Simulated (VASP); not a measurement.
# MoS2 (C2/m) in VASP: notebook

MoS2 is run at these levels: PBE; tasks: single point.

All numbers are computed with VASP 6.6.1; they aren't measurements. Logs are shortened: lines on timing, memory, paths and dates and some standing lists are left out, and cuts for length are marked.

## (1) The cell of the first run

Symmetry: C2/m, No. 12, monoclinic system. The conventional cell has a = 5.518 Å, b = 3.186 Å, c = 14.691 Å, α = 90.00°, β = 99.00°, γ = 90.00°. Mo (site symmetry m) has 6 S at 2.41 Å and 6 Mo at 3.19 Å within 3.2 Å. Within 3.2 Å of S (site symmetry m) lie 3 Mo at 2.41 Å and 7 S at 3.13 to 3.19 Å. Within 3.2 Å of S (site symmetry m) lie 3 Mo at 2.41 Å and 7 S at 3.13 to 3.19 Å.

## (2) Single point, PBE (the part above a cut slid along it)

Contents of INCAR:

```
PREC     = Accurate       # precision mode
ENCUT    = 500            # plane-wave cutoff, eV
EDIFF    = 1E-6           # SCF threshold, eV
ISMEAR   = 0              # smearing method
SIGMA    = 0.05           # smearing width, eV
LREAL    = F              # projectors in reciprocal space
LASPH    = T              # aspherical terms in the spheres
NELM     = 120            # most SCF steps
ALGO     = Normal         # electronic algorithm
ISIF     = 2              # what is computed and relaxed
LWAVE    = F              # write WAVECAR
LCHARG   = F              # write CHGCAR
GGA      = PE             # functional
NBANDS   = 35             # bands
GGA_COMPAT= F
```

Contents of KPOINTS:

```
regular mesh
0
Gamma
  10 10 2
```

Contents of POSCAR:

```
MoS2
1.0
   -3.1855822414      0.0000000000      0.0000000000
   -1.5927911207     -2.7587951469      0.0000000000
   -1.9911481800     -1.1495899377     14.5104568311
Mo S
2 4
Direct
    0.2291583333      0.2291583333      0.2500000000
    0.3541416667      0.3541416667      0.7500000000
    0.0656806018      0.0656806018      0.6423151704
    0.6073639352      0.6073639352      0.1423151704
   -0.0240639352     -0.0240639352      0.8576848296
    0.5176193982      0.5176193982      0.3576848296
```

Potentials or basis: VASP PAW PBE potentials, release 64 (Mo_sv, S).

Run with:

```console
$ cat potpaw_PBE.64/Mo_sv/POTCAR potpaw_PBE.64/S/POTCAR > POTCAR
$ mpirun -np 1 vasp_std > vasp.out
```

OUTCAR:

```text
PREC = Accurate
   ENCUT = 500
   EDIFF = 1E-6
   ISMEAR = 0
   LREAL = F
   LASPH = T
   NELM = 120
   ISIF = 2
   GGA = PE

 ion  position               nearest neighbor table
   1  0.229  0.229  0.250-   4 2.41   4 2.41   6 2.41   6 2.41   6 2.41   4 2.41
   2  0.354  0.354  0.750-   5 2.41   5 2.41   3 2.41   3 2.41   3 2.41   5 2.41
   3  0.066  0.066  0.642-   2 2.41   2 2.41   2 2.41
   4  0.607  0.607  0.142-   1 2.41   1 2.41   1 2.41
   5  0.976  0.976  0.858-   2 2.41   2 2.41   2 2.41
   6  0.518  0.518  0.358-   1 2.41   1 2.41   1 2.41

  LATTYP: Found a base centered monoclinic cell.
 ALAT       =     5.5175902938
 B/A-ratio  =     0.5773502692
 C/A-ratio  =     2.6626623671
 COS(beta)  =    -0.1564974986

  Lattice vectors:

 A1 = (   3.1855822414,   0.0000000000,   0.0000000000)
 A2 = (   1.5927911207,   2.7587951469,   0.0000000000)
 A3 = (  -1.9911481800,  -1.1495899377,  14.5104568311)

Analysis of symmetry for initial positions (statically):
=====================================================================
 Subroutine PRICEL returns:
 Original cell was already a primitive cell.

 Routine SETGRP: Setting up the symmetry group for a
 base centered monoclinic supercell.

 Subroutine GETGRP returns: Found  4 space group operations
 (whereof  2 operations were pure point group operations)
 out of a pool of  4 trial point group operations.

The static configuration has the point symmetry C_1h.
 The point group associated with its full space group is C_2h.

Analysis of symmetry for dynamics (positions and initial velocities):
=====================================================================
 Subroutine PRICEL returns:
 Original cell was already a primitive cell.

 Routine SETGRP: Setting up the symmetry group for a
 base centered monoclinic supercell.

 Subroutine GETGRP returns: Found  4 space group operations
 (whereof  2 operations were pure point group operations)
 out of a pool of  4 trial point group operations.

The dynamic configuration has the point symmetry C_1h.
 The point group associated with its full space group is C_2h.

 Subroutine INISYM returns: Found  4 space group operations
 (whereof  2 operations are pure point group operations),
 and found     1 'primitive' translations

----------------------------------------------------------------------------------------

                                     Primitive cell

  volume of cell :     127.5232

  direct lattice vectors                    reciprocal lattice vectors
    -3.185582241  0.000000000  0.000000000    -0.313914357  0.181238538 -0.028717221
    -1.592791121 -2.758795147  0.000000000     0.000000000 -0.362477077 -0.028717221
    -1.991148180 -1.149589938 14.510456831     0.000000000  0.000000000  0.068915818

  length of vectors
     3.185582241  3.185582241 14.691480033     0.363612857  0.363612857  0.068915818

  position of ions in fractional coordinates (direct lattice)
     0.229158333  0.229158333  0.250000000
     0.354141667  0.354141667  0.750000000
     0.065680602  0.065680602  0.642315170
     0.607363935  0.607363935  0.142315170
     0.975936065  0.975936065  0.857684830
     0.517619398  0.517619398  0.357684830

  ion indices of the primitive-cell ions
   primitive index   ion index
                 1           1
                 2           2
                 3           3
                 4           4
                 5           5
                 6           6

----------------------------------------------------------------------------------------

 KPOINTS: regular mesh

Automatic generation of k-mesh.
 Grid dimensions read from file:
 generate k-points for:   10   10    2

 Generating k-lattice:

  Cartesian coordinates                     Fractional coordinates (reciprocal lattice)
    -0.031391436  0.018123854 -0.002871722     0.100000000 -0.000000000  0.000000000
     0.000000000 -0.036247708 -0.002871722     0.000000000  0.100000000 -0.000000000
     0.000000000  0.000000000  0.034457909     0.000000000  0.000000000  0.500000000

  Length of vectors
     0.036361286  0.036361286  0.034457909

  Shift w.r.t. Gamma in fractional coordinates (k-lattice)
     0.000000000  0.000000000  0.000000000

 Subroutine IBZKPT returns following result:
 ===========================================

 Found     62 irreducible k-points:

 Following reciprocal coordinates:
            Coordinates               Weight
  0.000000  0.000000  0.000000      1.000000
  0.100000 -0.000000 -0.000000      4.000000
  0.200000 -0.000000 -0.000000      4.000000
  0.300000 -0.000000  0.000000      4.000000
  0.400000  0.000000  0.000000      4.000000
  0.500000  0.000000 -0.000000      2.000000
[... 16 lines left out ...]
  0.300000  0.300000  0.000000      2.000000
  0.400000  0.300000  0.000000      4.000000
 [... further k-points ...]
   k-points           NKPTS =     62   k-points in BZ     NKDIM =     62   number of bands    NBANDS=     35
   number of dos      NEDOS =    301   number of ions     NIONS =      6
   total plane-waves  NPLWV =  62208
   dimension x,y,z NGX =    24 NGY =   24 NGZ =  108
   dimension x,y,z NGXF=    48 NGYF=   48 NGZF=  216
   ions per type =               2   4
   NGX,Y,Z   is equivalent  to a cutoff of  12.52, 12.52, 12.22 a.u.
   NGXF,Y,Z  is equivalent  to a cutoff of  25.05, 25.05, 24.44 a.u.
 SYSTEM =  unknown system
   PREC   = accura    normal or accurate (medium, high low for compatibility)
   ISTART =      0    job   : 0-new  1-cont  2-samecut
   ICHARG =      2    charge: 1-file 2-atom 10-const
   ISPIN  =      1    spin polarized calculation?
   LNONCOLLINEAR =      F non collinear calculations
   LSORBIT =      F    spin-orbit coupling
   LASPH  =      T    aspherical Exc in radial PAW
   ENCUT  =  500.0 eV  36.75 Ry    6.06 a.u.   5.81  5.81 26.79*2*pi/ulx,y,z
   NELM   =    120;   NELMIN=  2; NELMDL= -5     # of ELM steps
   EDIFF  = 0.1E-05   stopping-criterion for ELM
   LREAL  =      F    real-space projection
   EDIFFG = 0.1E-04   stopping-criterion for IOM
   NSW    =      0    number of steps for IOM
   IBRION =     -1    ionic relax: 0-MD 1-quasi-New 2-CG
   NFREE  =      0    steps in history (QN), initial steepest desc. (CG)
   ISIF   =      2    stress and relaxation
   ISYM   =      2    0-nonsym 1-usesym 2-fastsym
   POTIM  = 0.5000    time-step for ionic-motion
   TEBEG  =    0.0;   TEEND  =   0.0 temperature during run
   PSTRESS=    0.0 pullay stress
   NELECT =      52.0000    total number of electrons
   NUPDOWN=      -1.0000    fix difference up-down
   EMIN   =  10.00;   EMAX   =-10.00  energy-range for DOS
   EFERMI =   0.00;   METHOD = LEGACY
   ISMEAR =     0;   SIGMA  =   0.05  broadening in eV -4-tet -1-fermi 0-gaus
   EFERMI_NEDOS =   21; number of points for ismear=-14 and -15
   IALGO  =     38    algorithm
   IMIX   =      4    mixing-type and parameters
     AMIX     =   0.40;   BMIX     =  1.00
     AMIX_MAG =   1.60;   BMIX_MAG =  1.00
  volume/ion in A,a.u.               =      21.25       143.43
  Fermi-wavevector in a.u.,A,eV,Ry     =   1.213984  2.294096 20.051671  1.473756
  Thomas-Fermi vector in A             =   2.349418
   LORBIT       =      0    0 simple, 1 ext, 2 COOP (PROOUT), +10 PAW based schemes
   GGA     = PE    functional components
   LHFCALC =     F    Hartree Fock is set to
   AEXX    =    0.0000 exact exchange contribution
   IVDW    =     0    specifies the selected vdW correction
   LEPSILON=     F    determine dielectric tensor
   LRPA    =     F    only Hartree local field effects (RPA)
 non-spin polarized calculation
 Gauss-broadening in eV      SIGMA  =   0.05
  energy-cutoff  :      500.00
  volume of cell :      127.52
 maximum number of plane-waves:      3259
   NGX = 11   NGY = 11   NGZ = 53

 number of electron      52.0000000 magnetization

 Free energy of the ion-electron system (eV)
  ---------------------------------------------------
  ext. energy  EPLUGINS =         0.00000000
  ---------------------------------------------------
  free energy    TOTEN  =       -43.71341265 eV

  energy without entropy =      -43.71341265  energy(sigma->0) =      -43.71341265

 E-fermi :   5.3918     XC(G=0):  -9.5830

 val. band max:        5.0360226089   @ k =   0.0000   0.0000   0.0000
 cond. band min:       6.5862986559   @ k =  -0.3000   0.3000  -0.0000
 fundamental gap:      1.5502760470
 Fermi energy:         5.3918218405

 k-point     1 :       0.0000    0.0000    0.0000
  band No.  band energies     occupation
      1     -56.0744      2.00000
      2     -56.0744      2.00000
      3     -30.2116      2.00000
      4     -30.2116      2.00000
      5     -30.0104      2.00000
      6     -30.0104      2.00000
[... 27 lines left out ...]
     34       7.8040      0.00000
     35      10.6993      0.00000

 k-point     2 :       0.1000   -0.0000   -0.0000
  band No.  band energies     occupation
      1     -56.0708      2.00000
      2     -56.0708      2.00000
      3     -30.2046      2.00000
      4     -30.2046      2.00000
      5     -30.0463      2.00000
      6     -30.0463      2.00000
[... 27 lines left out ...]
     34       7.8036      0.00000
     35      11.2557      0.00000

 k-point     3 :       0.2000   -0.0000   -0.0000
  band No.  band energies     occupation
      1     -56.0616      2.00000
      2     -56.0616      2.00000
      3     -30.1863      2.00000
      4     -30.1863      2.00000
      5     -30.1394      2.00000
      6     -30.1394      2.00000
[... 27 lines left out ...]
     34       8.3217      0.00000
     35      11.8780      0.00000
[... 723 lines left out ...]
 k-point    23 :       0.3000    0.3000    0.0000
  band No.  band energies     occupation
      1     -56.0502      2.00000
      2     -56.0502      2.00000
      3     -30.2525      2.00000
      4     -30.2525      2.00000
      5     -30.1635      2.00000
      6     -30.1635      2.00000
[... 27 lines left out ...]
     34       8.7827      0.00000
     35      12.1318      0.00000

 k-point    24 :       0.4000    0.3000    0.0000
  band No.  band energies     occupation
      1     -56.0438      2.00000
      2     -56.0438      2.00000
      3     -30.3000      2.00000
      4     -30.3000      2.00000
      5     -30.1507      2.00000
      6     -30.1507      2.00000
[... 27 lines left out ...]
     34       9.0981      0.00000
     35      12.3045      0.00000

 [... further k-points ...]

------------------------ aborting loop because EDIFF is reached ----------------------------------------

  FORCE on cell =-STRESS in cart. coord.  units (eV):
  Direction    XX          YY          ZZ          XY          YZ          ZX
  --------------------------------------------------------------------------------------
  -------------------------------------------------------------------------------------
  Total       -0.0955494     -0.0983487     -0.0878771      0.0024243      0.0032026      0.0055470
  in kB       -1.2004636     -1.2356343     -1.1040702      0.0304587      0.0402364      0.0696911
  external PRESSURE =      -1.1800560 kB  Pullay stress =       0.0000000 kB

 VOLUME and BASIS-vectors are now :
 -----------------------------------------------------------------------------
  energy-cutoff  :      500.00
  volume of cell :      127.52
      direct lattice vectors                 reciprocal lattice vectors
    -3.185582241  0.000000000  0.000000000    -0.313914357  0.181238538 -0.028717221
    -1.592791121 -2.758795147  0.000000000     0.000000000 -0.362477077 -0.028717221
    -1.991148180 -1.149589938 14.510456831     0.000000000  0.000000000  0.068915818

 POSITION                                       TOTAL-FORCE (eV/Angst)
 -----------------------------------------------------------------------------------
     -1.59279     -0.91960      3.62761         0.000424      0.000245     -0.000193
     -3.18558     -1.83920     10.88284        -0.000424     -0.000245      0.000193
     -1.59279     -0.91960      9.32029        -0.000033     -0.000019      0.015057
     -3.18558     -1.83920      2.06506         0.000596      0.000344      0.019652
     -6.37116     -3.67839     12.44540        -0.000596     -0.000344     -0.019652
     -3.18558     -1.83920      5.19017         0.000033      0.000019     -0.015057
 -----------------------------------------------------------------------------------
    total drift:                                0.000000      0.000000     -0.000000

  FREE ENERGIE OF THE ION-ELECTRON SYSTEM (eV)
  ---------------------------------------------------
  free  energy   TOTEN  =       -43.7134126507 eV

  energy  without entropy=      -43.7134126507  energy(sigma->0) =      -43.71341265
```

Wall time 5.5 min (1 thread of Oxide Virtual Turin-like, shared host); peak memory 0.33 GiB.

Results:

| Property | Result |
| --- | --- |
| Free energy | -43.7134 eV |
| Pressure | -0.1 GPa |
| Largest force | 0.020 eV/Å |
| Band gap on the k mesh | 1.55 eV (least direct gap 1.91 eV) |

Forces on the atoms (eV/Å):
```
Mo   0.000  0.000  0.000
Mo   0.000  0.000  0.000
S    0.000  0.000  0.015
S    0.001  0.000  0.020
S   -0.001  0.000 -0.020
S    0.000  0.000 -0.015
```

Caveat: the cell differs from its parent crystal (the part above a cut slid along it); this functional lacks dispersion, which binds layers or chains, so the pressure and a relaxed spacing across them are unreliable.

## (3) Single point, PBE (the part above a cut slid along it)

Contents of INCAR:

```
SYSTEM = MoS2
PREC = Accurate
ENCUT = 500
EDIFF = 1E-6
ISMEAR = 0
SIGMA = 0.05
LREAL = .FALSE.
LASPH = .TRUE.
NELM = 120
ALGO = Normal
ISIF = 2
LWAVE = .FALSE.
LCHARG = .TRUE.
GGA = PE
LELF = .TRUE.
LVHAR = .TRUE.
NBANDS = 35
GGA_COMPAT = .FALSE.
```

Contents of KPOINTS:

```
Automatic mesh
0
G
  10 10 2
  0 0 0
```

Contents of POSCAR:

```
MoS2
1.0
   -3.1855822414      0.0000000000      0.0000000000
   -1.5927911207     -2.7587951469      0.0000000000
   -2.7872251821     -1.6092052092     14.5104568311
Mo S
2 4
Direct
    0.1875083333      0.1875083333      0.2500000000
    0.2291916667      0.2291916667      0.7500000000
   -0.0413291056     -0.0413291056      0.6423151704
    0.5836542278      0.5836542278      0.1423151704
   -0.1669542278     -0.1669542278      0.8576848296
    0.4580291056      0.4580291056      0.3576848296
```

Potentials or basis: VASP PAW PBE potentials, release 64 (Mo_sv, S).

Run with:

```console
$ cat potpaw_PBE.64/Mo_sv/POTCAR potpaw_PBE.64/S/POTCAR > POTCAR
$ mpirun -np 1 vasp_std > vasp.out
```

Run time: 5.9 min. Hardware: 1 thread of Oxide Virtual Turin-like, shared host; peak memory 0.33 GiB.

The run converged. Its results:

```
Free energy            : -43.7115 eV
Pressure               : -0.1 GPa
Largest force          : 0.026 eV/Å
Band gap on the k mesh : 1.54 eV (least direct gap 1.91 eV)
```

Forces on the atoms (eV/Å):
```
Mo   0.001  0.000  0.002
Mo  -0.001  0.000 -0.002
S    0.000  0.000  0.015
S    0.001  0.001  0.026
S   -0.001 -0.001 -0.026
S    0.000  0.000 -0.015
```

Levels at points of the mesh, in eV from the valence-band top:
```tsv
k point	band 22	band 23	band 24	band 25	band 26	band 27	band 28	band 29	band 30	band 31
(0.00, 0.00, 0.00)	-1.75	-1.75	-1.65	-0.46	0.00	2.51	2.51	2.51	2.51	2.75
(0.50, 0.00, 0.00)	-2.04	-1.23	-1.22	-0.91	-0.83	1.99	1.99	2.50	2.51	3.54
(0.50, 0.50, 0.00)	-2.08	-1.23	-1.22	-0.90	-0.85	1.99	1.99	2.50	2.50	3.60
(0.00, 0.00, 0.50)	-1.75	-1.74	-1.74	-0.19	-0.18	2.51	2.51	2.51	2.51	2.75
(0.50, 0.00, 0.50)	-2.06	-1.23	-1.22	-0.91	-0.84	1.99	1.99	2.47	2.53	3.56
(0.50, 0.50, 0.50)	-2.09	-1.22	-1.22	-0.90	-0.85	1.99	1.99	2.46	2.54	3.51
```

Caveat: the cell differs from its parent crystal (the part above a cut slid along it); this functional lacks dispersion, which binds layers or chains, so the pressure and a relaxed spacing across them are unreliable.

(Continued in part 2 of 2.)
